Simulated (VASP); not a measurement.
# Hf4F in VASP: further runs

The runs below take Hf4F through single point, with PBE.

All numbers are computed with VASP 6.6.1; they aren't measurements. Logs are shortened: lines on timing, memory, paths and dates and some standing lists are left out, and cuts for length are marked.

## (1) The cell of the first run

The cell holds a slab with vacuum, 5 atoms: a = 3.205 Å, b = 3.205 Å, c = 24.528 Å, α = 90.00°, β = 90.00°, γ = 120.00°.

## (2) Single point, PBE

INCAR reads:

```
SYSTEM = Hf4F
PREC = Accurate ; ENCUT = 520
EDIFF = 1E-6 ; ISMEAR = 0
SIGMA = 0.1 ; LREAL = .False.
LASPH = .True. ; NELM = 60
ALGO = Normal ; ISIF = 2
LWAVE = .False. ; LCHARG = .False.
LDIPOL = .True. ; IDIPOL = 3
DIPOL = 0.5 0.5 0.362 ; GGA = PE
NBANDS = 32
```

KPOINTS reads:

```
regular mesh
0
Gamma
  9 9 1
  0 0 0
```

POSCAR reads:

```
Hf4F
1.0
    3.2048170381      0.0000000000      0.0000000000
   -1.6024085190      2.7754529695      0.0000000000
    0.0000000000      0.0000000000     24.5281466259
Hf F
4 1
Direct
    0.6666666667      0.3333333333      0.1630779553
    0.3333333333      0.6666666667      0.2663815885
    0.6666666667      0.3333333333      0.3732987945
    0.3333333333      0.6666666667      0.4699966451
    1.2222222222     -0.2222222222      0.5397124711
```

Potentials or basis: VASP PAW PBE potentials, release 64 (Hf_pv, F).

Launch:

```bash
cat potpaw_PBE.64/Hf_pv/POTCAR potpaw_PBE.64/F/POTCAR > POTCAR
mpirun -np 1 vasp_std > vasp.out
```

OUTCAR:

```text
SYSTEM = Hf4F
   PREC = Accurate
   ENCUT = 520
   EDIFF = 1E-6
   ISMEAR = 0
   LREAL = .False.
   LASPH = .True.
   NELM = 60
   ISIF = 2
   GGA = PE

 ion  position               nearest neighbor table
   1  0.667  0.333  0.163-   2 3.14   2 3.14   2 3.14
   2  0.333  0.667  0.266-   1 3.14   1 3.14   1 3.14   3 3.21   3 3.21   3 3.21
   3  0.667  0.333  0.373-   4 3.01   4 3.01   4 3.01   2 3.21   2 3.21   2 3.21
   4  0.333  0.667  0.470-   5 1.82   3 3.01   3 3.01   3 3.01
   5  0.222  0.778  0.540-   4 1.82

  LATTYP: Found a hexagonal cell.
 ALAT       =     3.2048170381
 C/A-ratio  =     7.6535247829

  Lattice vectors:

 A1 = (   3.2048170381,   0.0000000000,   0.0000000000)
 A2 = (  -1.6024085190,   2.7754529695,   0.0000000000)
 A3 = (   0.0000000000,   0.0000000000,  24.5281466259)

Analysis of symmetry for initial positions (statically):
=====================================================================
 Subroutine PRICEL returns:
 Original cell was already a primitive cell.

 Routine SETGRP: Setting up the symmetry group for a
 hexagonal supercell.

 Subroutine GETGRP returns: Found  2 space group operations
 (whereof  2 operations were pure point group operations)
 out of a pool of 24 trial point group operations.

The static configuration has the point symmetry C_1h.

Analysis of symmetry for dynamics (positions and initial velocities):
=====================================================================
 Subroutine PRICEL returns:
 Original cell was already a primitive cell.

 Routine SETGRP: Setting up the symmetry group for a
 hexagonal supercell.

 Subroutine GETGRP returns: Found  2 space group operations
 (whereof  2 operations were pure point group operations)
 out of a pool of 24 trial point group operations.

The dynamic configuration has the point symmetry C_1h.

 Subroutine INISYM returns: Found  2 space group operations
 (whereof  2 operations are pure point group operations),
 and found     1 'primitive' translations

----------------------------------------------------------------------------------------

                                     Primitive cell

  volume of cell :     218.1734

  direct lattice vectors                    reciprocal lattice vectors
     3.204817038  0.000000000  0.000000000     0.312030293  0.180150774  0.000000000
    -1.602408519  2.775452969  0.000000000     0.000000000  0.360301548  0.000000000
     0.000000000  0.000000000 24.528146626     0.000000000  0.000000000  0.040769489

  length of vectors
     3.204817038  3.204817038 24.528146626     0.360301548  0.360301548  0.040769489

  position of ions in fractional coordinates (direct lattice)
     0.666666667  0.333333333  0.163077955
     0.333333333  0.666666667  0.266381589
     0.666666667  0.333333333  0.373298795
     0.333333333  0.666666667  0.469996645
     0.222222222  0.777777778  0.539712471

  ion indices of the primitive-cell ions
   primitive index   ion index
                 1           1
                 2           2
                 3           3
                 4           4
                 5           5

----------------------------------------------------------------------------------------

 KPOINTS: regular mesh

Automatic generation of k-mesh.
 Grid dimensions read from file:
 generate k-points for:    9    9    1

 Generating k-lattice:

  Cartesian coordinates                     Fractional coordinates (reciprocal lattice)
     0.034670033  0.020016753  0.000000000     0.111111111 -0.000000000  0.000000000
     0.000000000  0.040033505  0.000000000     0.000000000  0.111111111  0.000000000
     0.000000000  0.000000000  0.040769489     0.000000000  0.000000000  1.000000000

  Length of vectors
     0.040033505  0.040033505  0.040769489

  Shift w.r.t. Gamma in fractional coordinates (k-lattice)
     0.000000000  0.000000000  0.000000000

 Subroutine IBZKPT returns following result:
 ===========================================

 Found     25 irreducible k-points:

 Following reciprocal coordinates:
            Coordinates               Weight
  0.000000  0.000000  0.000000      1.000000
  0.111111 -0.000000  0.000000      4.000000
 -0.111111  0.111111  0.000000      2.000000
  0.222222 -0.000000  0.000000      4.000000
 -0.222222  0.222222  0.000000      2.000000
  0.333333 -0.000000  0.000000      4.000000
[... 16 lines left out ...]
 -0.222222 -0.444444  0.000000      4.000000
  0.444444  0.333333  0.000000      4.000000
   k-points           NKPTS =     25   k-points in BZ     NKDIM =     25   number of bands    NBANDS=     32
   number of dos      NEDOS =    301   number of ions     NIONS =      5
   total plane-waves  NPLWV = 110592
   dimension x,y,z NGX =    24 NGY =   24 NGZ =  192
   dimension x,y,z NGXF=    48 NGYF=   48 NGZF=  384
   ions per type =               4   1
   NGX,Y,Z   is equivalent  to a cutoff of  12.45, 12.45, 13.01 a.u.
   NGXF,Y,Z  is equivalent  to a cutoff of  24.90, 24.90, 26.03 a.u.
 SYSTEM =  Hf4F
   PREC   = accura    normal or accurate (medium, high low for compatibility)
   ISTART =      0    job   : 0-new  1-cont  2-samecut
   ICHARG =      2    charge: 1-file 2-atom 10-const
   ISPIN  =      1    spin polarized calculation?
   LNONCOLLINEAR =      F non collinear calculations
   LSORBIT =      F    spin-orbit coupling
   LASPH  =      T    aspherical Exc in radial PAW
   ENCUT  =  520.0 eV  38.22 Ry    6.18 a.u.   5.96  5.96 45.61*2*pi/ulx,y,z
   NELM   =     60;   NELMIN=  2; NELMDL= -5     # of ELM steps
   EDIFF  = 0.1E-05   stopping-criterion for ELM
   LREAL  =      F    real-space projection
   EDIFFG = 0.1E-04   stopping-criterion for IOM
   NSW    =      0    number of steps for IOM
   IBRION =     -1    ionic relax: 0-MD 1-quasi-New 2-CG
   NFREE  =      0    steps in history (QN), initial steepest desc. (CG)
   ISIF   =      2    stress and relaxation
   ISYM   =      2    0-nonsym 1-usesym 2-fastsym
   POTIM  = 0.5000    time-step for ionic-motion
   TEBEG  =    0.0;   TEEND  =   0.0 temperature during run
   PSTRESS=    0.0 pullay stress
   NELECT =      47.0000    total number of electrons
   NUPDOWN=      -1.0000    fix difference up-down
   EMIN   =  10.00;   EMAX   =-10.00  energy-range for DOS
   EFERMI =   0.00;   METHOD = LEGACY
   ISMEAR =     0;   SIGMA  =   0.10  broadening in eV -4-tet -1-fermi 0-gaus
   EFERMI_NEDOS =   21; number of points for ismear=-14 and -15
   IALGO  =     38    algorithm
   IMIX   =      4    mixing-type and parameters
     AMIX     =   0.40;   BMIX     =  1.00
     AMIX_MAG =   1.60;   BMIX_MAG =  1.00
  volume/ion in A,a.u.               =      43.63       294.46
  Fermi-wavevector in a.u.,A,eV,Ry     =   0.981387  1.854552 13.104041  0.963120
  Thomas-Fermi vector in A             =   2.112389
   LORBIT       =      0    0 simple, 1 ext, 2 COOP (PROOUT), +10 PAW based schemes
   GGA     = PE    functional components
   LHFCALC =     F    Hartree Fock is set to
   AEXX    =    0.0000 exact exchange contribution
   IVDW    =     0    specifies the selected vdW correction
   LEPSILON=     F    determine dielectric tensor
   LRPA    =     F    only Hartree local field effects (RPA)
 non-spin polarized calculation
 Gauss-broadening in eV      SIGMA  =   0.10
  energy-cutoff  :      520.00
  volume of cell :      218.17
 maximum number of plane-waves:      5922
   NGX = 11   NGY = 11   NGZ = 91

 dipolmoment           0.000000      0.000000     -0.023395 electrons x Angstroem

 number of electron      47.0000001 magnetization

 dipolmoment           0.000000      0.000000      0.054878 electrons x Angstroem

 Free energy of the ion-electron system (eV)
  ---------------------------------------------------
  ext. energy  EPLUGINS =         0.00000000
  ---------------------------------------------------
  free energy    TOTEN  =       -43.93107923 eV

  energy without entropy =      -43.89799112  energy(sigma->0) =      -43.91453517

 E-fermi :  -0.5103     XC(G=0):  -5.7683

 val. band max:       -0.5179957639   @ k =   0.2222  -0.0000   0.0000
 cond. band min:      -0.5073254938   @ k =  -0.1111   0.1111   0.0000
 fundamental gap:      0.0106702701
 Fermi energy:        -0.5102968841

 k-point     1 :       0.0000    0.0000    0.0000
  band No.  band energies     occupation
      1     -32.5325      2.00000
      2     -31.6248      2.00000
      3     -31.3366      2.00000
      4     -31.2957      2.00000
      5     -31.1744      2.00000
      6     -31.1262      2.00000
[... 24 lines left out ...]
     31       1.1858      0.00000
     32       1.2270      0.00000

 k-point     2 :       0.1111   -0.0000    0.0000
  band No.  band energies     occupation
      1     -32.5209      2.00000
      2     -31.6103      2.00000
      3     -31.3903      2.00000
      4     -31.3325      2.00000
      5     -31.2080      2.00000
      6     -31.1462      2.00000
[... 24 lines left out ...]
     31       1.1875      0.00000
     32       1.4905      0.00000

 k-point     3 :      -0.1111    0.1111    0.0000
  band No.  band energies     occupation
      1     -32.5214      2.00000
      2     -31.6104      2.00000
      3     -31.4099      2.00000
      4     -31.3121      2.00000
      5     -31.2089      2.00000
      6     -31.1456      2.00000
[... 24 lines left out ...]
     31       1.1679      0.00000
     32       1.4670      0.00000

 k-point     4 :       0.2222   -0.0000    0.0000
  band No.  band energies     occupation
      1     -32.4927      2.00000
      2     -31.5788      2.00000
      3     -31.5553      2.00000
      4     -31.3740      2.00000
      5     -31.3647      2.00000
      6     -31.1802      2.00000
[... 654 lines left out ...]
     31       2.5986      0.00000
     32       3.0919      0.00000

 k-point    23 :      -0.2222   -0.4444    0.0000
  band No.  band energies     occupation
      1     -32.4436      2.00000
      2     -31.7844      2.00000
      3     -31.5958      2.00000
      4     -31.5842      2.00000
      5     -31.5053      2.00000
      6     -31.3962      2.00000
[... 24 lines left out ...]
     31       2.5977      0.00000
     32       3.0735      0.00000

 k-point    24 :       0.4444    0.3333    0.0000
  band No.  band energies     occupation
      1     -32.4527      2.00000
      2     -31.7759      2.00000
      3     -31.5968      2.00000
      4     -31.5810      2.00000
      5     -31.5054      2.00000
      6     -31.3953      2.00000
[... 24 lines left out ...]
     31       2.5810      0.00000
     32       3.0799      0.00000

 [... further k-points ...]

------------------------ aborting loop because EDIFF is reached ----------------------------------------

 vacuum level on the upper side and lower side of the slab       (xc-potential included)         0.215        -0.838

  FORCE on cell =-STRESS in cart. coord.  units (eV):
  Direction    XX          YY          ZZ          XY          YZ          ZX
  --------------------------------------------------------------------------------------
  -------------------------------------------------------------------------------------
  Total        0.7523283      0.2154750      4.7643751     -0.4649286      1.0244567     -1.7744065
  in kB        5.5247943      1.5823610     34.9876424     -3.4142474      7.5231954    -13.0305230
  external PRESSURE =      14.0315993 kB  Pullay stress =       0.0000000 kB

 VOLUME and BASIS-vectors are now :
 -----------------------------------------------------------------------------
  energy-cutoff  :      520.00
  volume of cell :      218.17
      direct lattice vectors                 reciprocal lattice vectors
     3.204817038  0.000000000  0.000000000     0.312030293  0.180150774  0.000000000
    -1.602408519  2.775452969  0.000000000     0.000000000  0.360301548  0.000000000
     0.000000000  0.000000000 24.528146626     0.000000000  0.000000000  0.040769489

 POSITION                                       TOTAL-FORCE (eV/Angst)
 -----------------------------------------------------------------------------------
      1.60241      0.92515      4.00000        -0.001642      0.000948      0.733529
     -0.00000      1.85030      6.53385         0.016604     -0.009586     -0.697588
      1.60241      0.92515      9.15633        -0.028604      0.016514     -0.783632
     -0.00000      1.85030     11.52815         1.049997     -0.606216     -2.174771
     -0.53414      2.15869     13.23815        -1.036355      0.598340      2.922464
 -----------------------------------------------------------------------------------
    total drift:                                0.000205     -0.000118     -0.001008

  FREE ENERGIE OF THE ION-ELECTRON SYSTEM (eV)
  ---------------------------------------------------
  free  energy   TOTEN  =       -43.9310792344 eV

  energy  without entropy=      -43.8979911156  energy(sigma->0) =      -43.91453517

 vacuum level on the upper side and lower side of the slab         4.706         3.645
```

Run time: 7.6 min. Hardware: 1 thread of Intel Xeon Platinum 8488C (Sapphire Rapids), shared host; peak memory 0.4 GiB.

Results:

- Free energy: -43.9311 eV
- Largest force: 3.158 eV/Å
- Band gap on the k mesh: zero (an odd number of electrons rules out a gap without spin polarisation)

Forces on the atoms (eV/Å):
```
Hf  -0.002  0.001  0.734
Hf   0.017 -0.010 -0.698
Hf  -0.029  0.017 -0.784
Hf   1.050 -0.606 -2.175
F   -1.036  0.598  2.922
```

Caveat: spin-orbit coupling is left out, which moves the levels of the heavy elements; an odd number of electrons without spin polarisation forces a metal; a magnetic or distorted state may lie lower.

## (3) Single point, PBE

INCAR reads:

```
PREC = Accurate ; ENCUT = 520
EDIFF = 1E-7 ; ISMEAR = 0
SIGMA = 0.1 ; LREAL = False
LASPH = True ; NELM = 100
ALGO = Normal ; ISIF = 2
LWAVE = False ; LCHARG = False
LDIPOL = True ; IDIPOL = 3
DIPOL = 0.5 0.5 0.362 ; GGA = PE
NBANDS = 32
```

KPOINTS reads:

```
regular mesh
0
Gamma
  9 9 1
```

POSCAR, as its differences from that of step 2:

```diff
@@ -12,2 +12,2 @@
     0.3333333333      0.6666666667      0.4699966451
-    1.2222222222     -0.2222222222      0.5397124711
+    0.4444444444      0.5555555556      0.5397124711
```

Potentials or basis: VASP PAW PBE potentials, release 64 (Hf_pv, F).

Launch:

```bash
cat potpaw_PBE.64/Hf_pv/POTCAR potpaw_PBE.64/F/POTCAR > POTCAR
mpirun -np 1 vasp_std > vasp.out
```

Wall time 9.1 min (1 thread of Intel Xeon Platinum 8488C (Sapphire Rapids), shared host); peak memory 0.4 GiB.

It converged, with:

```yaml
Free_energy: -43.9085 eV
Largest_force: 3.157 eV/Å
Band_gap_on_the_k_mesh: zero (an odd number of electrons rules out a gap without spin polarisation)
```

Forces on the atoms (eV/Å):
```
Hf  -0.002  0.001  0.738
Hf  -0.004  0.003 -0.706
Hf   0.035 -0.020 -0.816
Hf  -0.977  0.564 -2.176
F    0.949 -0.548  2.961
```

Levels at points of the mesh, in eV from the Fermi level:
| k point | band 20 | band 21 | band 22 | band 23 | band 24 | band 25 | band 26 | band 27 | band 28 | band 29 |
| --- | --- | --- | --- | --- | --- | --- | --- | --- | --- | --- |
| (0.00, 0.00, 0.00) | -3.76 | -0.10 | 0.29 | 0.75 | 0.86 | 0.86 | 1.14 | 1.16 | 1.26 | 1.30 |

Caveat: spin-orbit coupling is left out, which moves the levels of the heavy elements; an odd number of electrons without spin polarisation forces a metal; a magnetic or distorted state may lie lower.
